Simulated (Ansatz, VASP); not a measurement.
HC8 in VASP and in Ansatz

File INCAR:

```
SYSTEM = HC8
ALGO     = Normal         ! electronic algorithm
DIPOL    = 0.5 0.5 0.249
EDIFF    = 1E-6           ! SCF threshold, eV
ENCUT    = 520            ! plane-wave cutoff, eV
GGA      = PE             ! functional
IDIPOL   = 3            
ISIF     = 2              ! what is computed and relaxed
ISMEAR   = 0              ! smearing method
ISPIN    = 2              ! spin polarisation
IVDW     = 12             ! dispersion correction
LASPH    = .TRUE.         ! aspherical terms in the spheres
LCHARG   = .FALSE.        ! write CHGCAR
LDIPOL   = .TRUE.       
LORBIT   = 11             ! projections on sites
LREAL    = .FALSE.        ! projectors in reciprocal space
LWAVE    = .FALSE.        ! write WAVECAR
MAGMOM   = 0 0 0 0 0 0 0 0 1 ! initial moments
NBANDS   = 30             ! bands
NELM     = 150            ! most SCF steps
PREC     = Accurate       ! precision mode
SIGMA    = 0.1            ! smearing width, eV
```

The input KPOINTS:

```
k-points
0
G
  6 6 1
  0 0 0
```

File POSCAR:

```
HC8
1.0
    4.9313048824     -0.0000000001      0.0000000000
   -2.4656524412      4.2706353020      0.0000000000
    0.0000000000      0.0000000000     17.0000331944
C H
8 1
Direct
    0.3333333333      0.1666666667      0.2352956108
    0.3333333333      0.6666666667      0.2352956108
    0.8333333333      0.1666666667      0.2352956108
    0.8333333333      0.6666666667      0.2352956108
    0.1666666667      0.3333333333      0.2352936582
    0.1666666667      0.8333333333      0.2352936582
    0.6666666667      0.3333333333      0.2352936582
    0.6666666667      0.8333333333      0.2352936582
    0.3333333333      0.1666666667      0.3605894838
```

Input for Ansatz:

```yaml
crystal:
  lattice:
    - [4.9313048824, -1.0e-10, 0.0]
    - [-2.4656524412, 4.270635302, 0.0]
    - [0.0, 0.0, 17.0000331944]
  atoms:
    - { symbol: C, position: [0.3333333333, 0.1666666667, 0.2352956108] }
    - { symbol: C, position: [0.3333333333, 0.6666666667, 0.2352956108] }
    - { symbol: C, position: [0.8333333333, 0.1666666667, 0.2352956108] }
    - { symbol: C, position: [0.8333333333, 0.6666666667, 0.2352956108] }
    - { symbol: C, position: [0.1666666667, 0.3333333333, 0.2352936582] }
    - { symbol: C, position: [0.1666666667, 0.8333333333, 0.2352936582] }
    - { symbol: C, position: [0.6666666667, 0.3333333333, 0.2352936582] }
    - { symbol: C, position: [0.6666666667, 0.8333333333, 0.2352936582] }
    - { symbol: H, position: [0.3333333333, 0.1666666667, 0.3605894838], spin: 1.0 }
basis:
  ecutwfc: 420
kpoints:
  mp_grid: { grid: [6, 6, 1] }
hamiltonian:
  xc: pbe
  pseudopotentials: { kind: paw, azcp: { folder: soft_1 } }
  dispersion: d3bj
scf:
  occupations: { method: gaussian, width: 0.1 }
output:
  forces: true
  eigenvalues: true
  populations: true
magnetization:
  spin_polarized: true
efield:
  axis: 3
  dipole_correction: true
  ramp_width: 0.04
```

Alike in both runs: task single point; functional PBE; dispersion D3(BJ); k mesh 6 × 6 × 1; occupations gaussian, width 0.1 eV; collinear spin.

|  | VASP | Ansatz |
| --- | --- | --- |
| version | VASP 6.6.1 | Ansatz 0.2.0 |
| potentials or method | VASP PAW PBE potentials, release 64 (C, H), cutoff 520 eV | scalar-relativistic, plane waves, PAW |
| valence electrons in the cell | 33 | 33 |

Ansatz gave:

* gap on the k mesh at the Fermi level (eV): 0.16
* least direct gap on the mesh (eV): 0.16
* rms of the force components (eV/Å): 0.113
* net moment per atom (μB): 0.11
* size of the moment on the site where the two differ most (μB): 0.65

**Question.** Estimate VASP's values.

**Answer.** gap on the k mesh at the Fermi level (eV): 0.16; least direct gap on the mesh (eV): 0.16; rms of the force components (eV/Å): 0.113; net moment per atom (μB): 0.11; size of the moment on the site where the two differ most (μB): 0.36.

Site moments also hang on the region over which each program counts them. Atom by atom the forces differ by 0.000 eV/Å (rms over components).
